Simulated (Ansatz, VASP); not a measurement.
**One calculation of Zr3S, two programs**

INCAR

```
SYSTEM = Zr3S
PREC = Accurate
ENCUT = 520
EDIFF = 1E-7
ISMEAR = 0
SIGMA = 0.1
LREAL = .False.
LASPH = .True.
NELM = 80
ALGO = Normal
ISIF = 2
LWAVE = .False.
LCHARG = .True.
GGA = PS
LELF = .True.
LVHAR = .True.
NBANDS = 52
```

The input KPOINTS:

```
Automatic mesh
0
Gamma
  6 6 4
  0 0 0
```

The input POSCAR:

```
Zr3S
1.0
    5.8343219954      0.0000000000      0.0000000000
   -2.9171609977      5.0526710618      0.0000000000
    0.0000000000      0.0000000000      5.3875256363
Zr S
6 2
Direct
    0.0000000000      0.6605667269      0.5000000000
    0.0000000000      0.3394332731      0.0000000000
    0.6605667269      0.6605667269      0.0000000000
    0.6605667269      0.0000000000      0.5000000000
    0.3394332731      0.3394332731      0.5000000000
    0.3394332731      0.0000000000      0.0000000000
    0.6666666667      0.3333333333      0.7500000000
    0.3333333333      0.6666666667      0.2500000000
```

Input for Ansatz:

```yaml
crystal:
  lattice:
    - [5.8343219954, 0.0, 0.0]
    - [-2.9171609977, 5.0526710618, 0.0]
    - [0.0, 0.0, 5.3875256363]
  atoms:
    - { symbol: Zr, position: [0.0, 0.6605667269, 0.5] }
    - { symbol: Zr, position: [0.0, 0.3394332731, 0.0] }
    - { symbol: Zr, position: [0.6605667269, 0.6605667269, 0.0] }
    - { symbol: Zr, position: [0.6605667269, 0.0, 0.5] }
    - { symbol: Zr, position: [0.3394332731, 0.3394332731, 0.5] }
    - { symbol: Zr, position: [0.3394332731, 0.0, 0.0] }
    - { symbol: S, position: [0.6666666667, 0.3333333333, 0.75] }
    - { symbol: S, position: [0.3333333333, 0.6666666667, 0.25] }
basis:
  ecutwfc: 420
kpoints:
  mp_grid: { grid: [6, 6, 4] }
hamiltonian:
  xc: pbesol
scf:
  occupations: { method: gaussian, width: 0.1 }
output:
  forces: true
  stress: true
  eigenvalues: true
```

Alike in both runs: task single point; functional PBEsol; k mesh 6 × 6 × 4; occupations gaussian, width 0.1 eV; no spin polarisation.

```csv
,VASP,Ansatz
version,VASP 6.6.1,Ansatz 0.2.0
potentials or method,"VASP PAW PBE potentials, release 64 (Zr_sv, S), cutoff 520 eV","scalar-relativistic, plane waves, PAW"
valence electrons in the cell,84,84
```

|  | VASP | Ansatz | Ansatz less VASP |
| --- | --- | --- | --- |
| gap on the k mesh at the Fermi level (eV) | none | none | - |
| pressure (GPa) | 13.5 | 13.3 | -0.19 |
| traceless stress, the component that is largest in VASP (GPa) | 3.05 | 3.08 | +0.025 |
| rms of the force components (eV/Å) | 0.825 | 0.816 | -0.0095 |

VASP's potentials were made for PBE, not for PBEsol. Atom by atom the forces differ by 0.009 eV/Å (rms over components). A gap of «none» marks a metal or a gap that the smearing closes.
